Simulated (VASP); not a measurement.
# TeW (F-43m) in VASP: notebook

TeW is run at these levels: PBE; tasks: single point.

Program: VASP 6.6.1. These are calculated values, not measurements. Logs are shortened: lines on timing, memory, paths and dates and some standing lists are left out, and cuts for length are marked.

### 1 The cell of the first run

The structure is cubic, space group F-43m (No. 216). The conventional cell has a = 6.124 Å, b = 6.124 Å, c = 6.124 Å, α = 90.00°, β = 90.00°, γ = 90.00°. Within 3.5 Å of W (site symmetry -43m) lie 4 Te at 2.65 Å. Te (site symmetry -43m) has 4 W at 2.65 Å within 3.5 Å.

### 2 Single point, PBE, collinear spin

Contents of INCAR:

```
PREC = Accurate
ENCUT = 520
EDIFF = 1E-7
ISMEAR = 0
SIGMA = 0.1
LREAL = False
LASPH = True
NELM = 150
ALGO = Normal
ISIF = 2
LWAVE = False
LCHARG = False
ISPIN = 2
MAGMOM = 0.5 0
LORBIT = 11
LMAXMIX = 4
GGA = PE
NBANDS = 21
```

Contents of KPOINTS:

```
regular mesh
0
Gamma
  12 12 12
```

Contents of POSCAR:

```
TeW
1.0
    0.0000000000      3.0618296945      3.0618296945
    3.0618296945      0.0000000000      3.0618296945
    3.0618296945      3.0618296945      0.0000000000
W Te
1 1
Direct
    0.0000000000      0.0000000000      0.0000000000
    0.2500000000      0.2500000000      0.2500000000
```

Potentials or basis: VASP PAW PBE potentials, release 64 (W_sv, Te).

Started as:

```console
$ cat potpaw_PBE.64/W_sv/POTCAR potpaw_PBE.64/Te/POTCAR > POTCAR
$ mpirun -np 1 vasp_std > vasp.out
```

OUTCAR:

```text
PREC = Accurate
   ENCUT = 520
   EDIFF = 1E-7
   ISMEAR = 0
   LREAL = False
   LASPH = True
   NELM = 150
   ISIF = 2
   ISPIN = 2
   LORBIT = 11
   GGA = PE

 ion  position               nearest neighbor table
   1  0.000  0.000  0.000-   2 2.65   2 2.65   2 2.65   2 2.65
   2  0.250  0.250  0.250-   1 2.65   1 2.65   1 2.65   1 2.65

  LATTYP: Found a face centered cubic cell.
 ALAT       =     6.1236593890

  Lattice vectors:

 A1 = (   0.0000000000,   3.0618296945,   3.0618296945)
 A2 = (   3.0618296945,   0.0000000000,   3.0618296945)
 A3 = (   3.0618296945,   3.0618296945,   0.0000000000)

Analysis of symmetry for initial positions (statically):
=====================================================================
 Subroutine PRICEL returns:
 Original cell was already a primitive cell.

 Routine SETGRP: Setting up the symmetry group for a
 face centered cubic supercell.

 Subroutine GETGRP returns: Found 24 space group operations
 (whereof 24 operations were pure point group operations)
 out of a pool of 48 trial point group operations.

The static configuration has the point symmetry T_d .

Analysis of symmetry for dynamics (positions and initial velocities):
=====================================================================
 Subroutine PRICEL returns:
 Original cell was already a primitive cell.

 Routine SETGRP: Setting up the symmetry group for a
 face centered cubic supercell.

 Subroutine GETGRP returns: Found 24 space group operations
 (whereof 24 operations were pure point group operations)
 out of a pool of 48 trial point group operations.

The dynamic configuration has the point symmetry T_d .

Analysis of structural, dynamic, and magnetic symmetry:
=====================================================================
 Subroutine PRICEL returns:
 Original cell was already a primitive cell.

 Routine SETGRP: Setting up the symmetry group for a
 face centered cubic supercell.

 Subroutine GETGRP returns: Found 24 space group operations
 (whereof 24 operations were pure point group operations)
 out of a pool of 48 trial point group operations.

The overall configuration has the point symmetry T_d .

 Subroutine INISYM returns: Found 24 space group operations
 (whereof 24 operations are pure point group operations),
 and found     1 'primitive' translations

----------------------------------------------------------------------------------------

                                     Primitive cell

  volume of cell :      57.4081

  direct lattice vectors                    reciprocal lattice vectors
     0.000000000  3.061829695  3.061829695    -0.163301049  0.163301049  0.163301049
     3.061829695  0.000000000  3.061829695     0.163301049 -0.163301049  0.163301049
     3.061829695  3.061829695  0.000000000     0.163301049  0.163301049 -0.163301049

  length of vectors
     4.330081080  4.330081080  4.330081080     0.282845713  0.282845713  0.282845713

  position of ions in fractional coordinates (direct lattice)
     0.000000000  0.000000000  0.000000000
     0.250000000  0.250000000  0.250000000

  ion indices of the primitive-cell ions
   primitive index   ion index
                 1           1
                 2           2

----------------------------------------------------------------------------------------

 KPOINTS: regular mesh

Automatic generation of k-mesh.
 Grid dimensions read from file:
 generate k-points for:   12   12   12

 Generating k-lattice:

  Cartesian coordinates                     Fractional coordinates (reciprocal lattice)
    -0.013608421  0.013608421  0.013608421     0.083333333  0.000000000  0.000000000
     0.013608421 -0.013608421  0.013608421     0.000000000  0.083333333  0.000000000
     0.013608421  0.013608421 -0.013608421     0.000000000  0.000000000  0.083333333

  Length of vectors
     0.023570476  0.023570476  0.023570476

  Shift w.r.t. Gamma in fractional coordinates (k-lattice)
     0.000000000  0.000000000  0.000000000

 Subroutine IBZKPT returns following result:
 ===========================================

 Found     72 irreducible k-points:

 Following reciprocal coordinates:
            Coordinates               Weight
  0.000000  0.000000  0.000000      1.000000
  0.083333  0.000000  0.000000      8.000000
  0.166667  0.000000  0.000000      8.000000
  0.250000  0.000000  0.000000      8.000000
  0.333333  0.000000  0.000000      8.000000
  0.416667  0.000000  0.000000      8.000000
[... 16 lines left out ...]
  0.500000  0.166667  0.000000     24.000000
 -0.416667  0.166667  0.000000     24.000000
 [... further k-points ...]
   k-points           NKPTS =     72   k-points in BZ     NKDIM =     72   number of bands    NBANDS=     21
   number of dos      NEDOS =    301   number of ions     NIONS =      2
   total plane-waves  NPLWV =  32768
   dimension x,y,z NGX =    32 NGY =   32 NGZ =   32
   dimension x,y,z NGXF=    64 NGYF=   64 NGZF=   64
   ions per type =               1   1
   NGX,Y,Z   is equivalent  to a cutoff of  12.29, 12.29, 12.29 a.u.
   NGXF,Y,Z  is equivalent  to a cutoff of  24.57, 24.57, 24.57 a.u.
 SYSTEM =  unknown system
   PREC   = accura    normal or accurate (medium, high low for compatibility)
   ISTART =      0    job   : 0-new  1-cont  2-samecut
   ICHARG =      2    charge: 1-file 2-atom 10-const
   ISPIN  =      2    spin polarized calculation?
   LNONCOLLINEAR =      F non collinear calculations
   LSORBIT =      F    spin-orbit coupling
   LASPH  =      T    aspherical Exc in radial PAW
   ENCUT  =  520.0 eV  38.22 Ry    6.18 a.u.   8.05  8.05  8.05*2*pi/ulx,y,z
   NELM   =    150;   NELMIN=  2; NELMDL= -5     # of ELM steps
   EDIFF  = 0.1E-06   stopping-criterion for ELM
   LREAL  =      F    real-space projection
   EDIFFG = 0.1E-05   stopping-criterion for IOM
   NSW    =      0    number of steps for IOM
   IBRION =     -1    ionic relax: 0-MD 1-quasi-New 2-CG
   NFREE  =      0    steps in history (QN), initial steepest desc. (CG)
   ISIF   =      2    stress and relaxation
   ISYM   =      2    0-nonsym 1-usesym 2-fastsym
   POTIM  = 0.5000    time-step for ionic-motion
   TEBEG  =    0.0;   TEEND  =   0.0 temperature during run
   PSTRESS=    0.0 pullay stress
   NELECT =      20.0000    total number of electrons
   NUPDOWN=      -1.0000    fix difference up-down
   EMIN   =  10.00;   EMAX   =-10.00  energy-range for DOS
   EFERMI =   0.00;   METHOD = LEGACY
   ISMEAR =     0;   SIGMA  =   0.10  broadening in eV -4-tet -1-fermi 0-gaus
   EFERMI_NEDOS =   21; number of points for ismear=-14 and -15
   IALGO  =     38    algorithm
   IMIX   =      4    mixing-type and parameters
     AMIX     =   0.40;   BMIX     =  1.00
     AMIX_MAG =   1.60;   BMIX_MAG =  1.00
  volume/ion in A,a.u.               =      28.70       193.70
  Fermi-wavevector in a.u.,A,eV,Ry     =   1.151933  2.176837 18.054239  1.326949
  Thomas-Fermi vector in A             =   2.288587
   LORBIT       =     11    0 simple, 1 ext, 2 COOP (PROOUT), +10 PAW based schemes
   GGA     = PE    functional components
   LHFCALC =     F    Hartree Fock is set to
   AEXX    =    0.0000 exact exchange contribution
   IVDW    =     0    specifies the selected vdW correction
   LEPSILON=     F    determine dielectric tensor
   LRPA    =     F    only Hartree local field effects (RPA)
 spin polarized calculation
 Gauss-broadening in eV      SIGMA  =   0.10
  energy-cutoff  :      520.00
  volume of cell :       57.41
 maximum number of plane-waves:      1572
   NGX = 17   NGY = 17   NGZ = 17

 number of electron      20.0000001 magnetization       1.3951813

 Free energy of the ion-electron system (eV)
  ---------------------------------------------------
  ext. energy  EPLUGINS =         0.00000000
  ---------------------------------------------------
  free energy    TOTEN  =       -13.21704349 eV

  energy without entropy =      -13.20409527  energy(sigma->0) =      -13.21056938

 E-fermi :   6.3231     XC(G=0):  -9.8363

 val. band max:        6.3161911457   @ k =  -0.3333   0.3333   0.0833
 cond. band min:       6.3232313368   @ k =  -0.0833   0.0833   0.0000
 fundamental gap:      0.0070401911
 Fermi energy:         6.3230936129

 spin component 1

 k-point     1 :       0.0000    0.0000    0.0000
  band No.  band energies     occupation
      1     -67.8417      1.00000
      2     -32.1842      1.00000
      3     -32.1842      1.00000
      4     -32.1842      1.00000
      5      -6.6619      1.00000
      6       2.0806      1.00000
[... 13 lines left out ...]
     20      17.0024      0.00000
     21      17.0024      0.00000

 k-point     2 :       0.0833    0.0000    0.0000
  band No.  band energies     occupation
      1     -67.8417      1.00000
      2     -32.1855      1.00000
      3     -32.1844      1.00000
      4     -32.1844      1.00000
      5      -6.6118      1.00000
      6       1.9543      1.00000
[... 13 lines left out ...]
     20      16.8852      0.00000
     21      16.9768      0.00000

 k-point     3 :       0.1667    0.0000    0.0000
  band No.  band energies     occupation
      1     -67.8417      1.00000
      2     -32.1889      1.00000
      3     -32.1849      1.00000
      4     -32.1849      1.00000
      5      -6.4706      1.00000
      6       1.6476      1.00000
[... 13 lines left out ...]
     20      16.7258      0.00000
     21      17.8206      0.00000
[... 457 lines left out ...]
 k-point    23 :       0.5000    0.1667    0.0000
  band No.  band energies     occupation
      1     -67.8414      1.00000
      2     -32.2015      1.00000
      3     -32.1895      1.00000
      4     -32.1881      1.00000
      5      -5.7407      1.00000
      6       0.8336      1.00000
[... 13 lines left out ...]
     20      17.7762      0.00000
     21      19.7485      0.00000

 k-point    24 :      -0.4167    0.1667    0.0000
  band No.  band energies     occupation
      1     -67.8414      1.00000
      2     -32.2018      1.00000
      3     -32.1900      1.00000
      4     -32.1878      1.00000
      5      -5.7241      1.00000
      6       0.8660      1.00000
[... 13 lines left out ...]
     20      17.3416      0.00000
     21      19.9797      0.00000

 [... further k-points ...]

 spin component 2

 k-point     1 :       0.0000    0.0000    0.0000
  band No.  band energies     occupation
      1     -67.3569      1.00000
      2     -31.5261      1.00000
      3     -31.5261      1.00000
      4     -31.5261      1.00000
      5      -6.5742      1.00000
      6       2.3435      1.00000
[... 13 lines left out ...]
     20      17.1965      0.00000
     21      17.1965      0.00000

 k-point     2 :       0.0833    0.0000    0.0000
  band No.  band energies     occupation
      1     -67.3569      1.00000
      2     -31.5274      1.00000
      3     -31.5263      1.00000
      4     -31.5263      1.00000
      5      -6.5263      1.00000
      6       2.2141      1.00000
[... 13 lines left out ...]
     20      17.1027      0.00000
     21      17.2321      0.00000

 k-point     3 :       0.1667    0.0000    0.0000
  band No.  band energies     occupation
      1     -67.3569      1.00000
      2     -31.5309      1.00000
      3     -31.5269      1.00000
      4     -31.5269      1.00000
      5      -6.3918      1.00000
      6       1.9006      1.00000
[... 13 lines left out ...]
     20      16.9800      0.00000
     21      18.1138      0.00000
[... 457 lines left out ...]
 k-point    23 :       0.5000    0.1667    0.0000
  band No.  band energies     occupation
      1     -67.3566      1.00000
      2     -31.5439      1.00000
      3     -31.5315      1.00000
      4     -31.5301      1.00000
      5      -5.7037      1.00000
      6       1.0952      1.00000
[... 13 lines left out ...]
     20      18.0571      0.00000
     21      19.9147      0.00000

 k-point    24 :      -0.4167    0.1667    0.0000
  band No.  band energies     occupation
      1     -67.3566      1.00000
      2     -31.5441      1.00000
      3     -31.5320      1.00000
      4     -31.5298      1.00000
      5      -5.6882      1.00000
      6       1.1223      1.00000
[... 13 lines left out ...]
     20      17.6535      0.00000
     21      20.1830      0.00000

 [... further k-points ...]
[... 5 lines left out ...]
  --------------------------------------------------------------------------------------
  -------------------------------------------------------------------------------------
  Total       -0.0023730     -0.0023730     -0.0023730      0.0000000      0.0000000      0.0000000
  in kB       -0.0662263     -0.0662263     -0.0662263      0.0000000      0.0000000      0.0000000
  external PRESSURE =      -0.0662263 kB  Pullay stress =       0.0000000 kB

 VOLUME and BASIS-vectors are now :
 -----------------------------------------------------------------------------
  energy-cutoff  :      520.00
  volume of cell :       57.41
      direct lattice vectors                 reciprocal lattice vectors
     0.000000000  3.061829695  3.061829695    -0.163301049  0.163301049  0.163301049
     3.061829695  0.000000000  3.061829695     0.163301049 -0.163301049  0.163301049
     3.061829695  3.061829695  0.000000000     0.163301049  0.163301049 -0.163301049

 POSITION                                       TOTAL-FORCE (eV/Angst)
 -----------------------------------------------------------------------------------
      0.00000      0.00000      0.00000         0.000000      0.000000      0.000000
      1.53091      1.53091      1.53091        -0.000000     -0.000000     -0.000000
 -----------------------------------------------------------------------------------
    total drift:                               -0.000000     -0.000000     -0.000000

  FREE ENERGIE OF THE ION-ELECTRON SYSTEM (eV)
  ---------------------------------------------------
  free  energy   TOTEN  =       -13.2170434876 eV

  energy  without entropy=      -13.2040952700  energy(sigma->0) =      -13.21056938

 total charge

# of ion       s       p       d       tot
------------------------------------------
    1        2.329   6.130   3.497  11.956
    2        1.321   2.053   0.135   3.510
--------------------------------------------------
tot          3.650   8.184   3.632  15.466

 magnetization (x)

# of ion       s       p       d       tot
------------------------------------------
    1        0.039   0.014   1.047   1.100
    2       -0.008  -0.050   0.025  -0.032
--------------------------------------------------
tot          0.030  -0.035   1.073   1.068
```

Wall time 3.2 min (1 thread of Intel Xeon 8259CL, shared host); peak memory 0.29 GiB.

Results:

```
Free energy                                           : -13.2170 eV
Pressure                                              : 0.0 GPa
Net moment                                            : 1.40 μB per cell
Site moments                                          : W +1.10; Te -0.03 μB
Valence electrons inside the program's atomic spheres : W 11.96; Te 3.51
```

Caveat: spin-orbit coupling is left out, which moves the levels of the heavy elements.

(Part 1 of 2 ends here.)
